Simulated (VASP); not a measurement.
Here is a VASP 6.6.1 calculation.

Contents of INCAR:

```
  PREC = Accurate
  ENCUT = 500
  EDIFF = 1E-7
  ISMEAR = -1
  SIGMA = 0.05
  LREAL = F
  LASPH = T
  NELM = 120
  ALGO = Normal
  ISIF = 8
  LWAVE = F
  LCHARG = F
  GGA = PS
  IBRION = 2
  NSW = 80
  EDIFFG = -0.02
  GGA_COMPAT = F
  NELMIN = 4
```

Contents of KPOINTS:

```
regular mesh
0
Gamma
  7 7 7
```

File POSCAR:

```
Ti
1.0
    0.0000000000      2.0650000000      2.0650000000
    2.0650000000      0.0000000000      2.0650000000
    2.0650000000      2.0650000000      0.0000000000
Ti
1
Direct
    0.0000000000      0.0000000000      0.0000000000
```

Potentials or basis: VASP PAW PBE potentials, release 64 (Ti_sv).

The run is started by

```sh
$ cat potpaw_PBE.64/Ti_sv/POTCAR > POTCAR
$ mpirun -np 1 vasp_std > vasp.out
```

Q: Predict the relaxed cell.

A: a = 2.869 Å, b = 2.869 Å, c = 2.869 Å, α = 60.00°, β = 60.00°, γ = 60.00°.

Q: What does it give for the band gap on the k mesh?

A: Zero (bands 6 and 7 overlap by 1.12 eV).

Q: Predict the relaxed volume.

A: 16.69 Å³/atom.

The path:
```
step  energy change (eV)  largest force (eV/Å)  pressure (GPa)  volume (Å³)
   1              0.0000                0.0000           -5.71        17.61
   2             -0.0079                0.0000            4.78        16.06
   3             -0.0171                0.0000           -0.02        16.69
```

Caveat: the k points lie up to 0.38 Å⁻¹ apart in the final cell, too coarse for converged energies and pressures of a metal; the PAW data sets were made with another functional, which shifts forces and pressure a little.
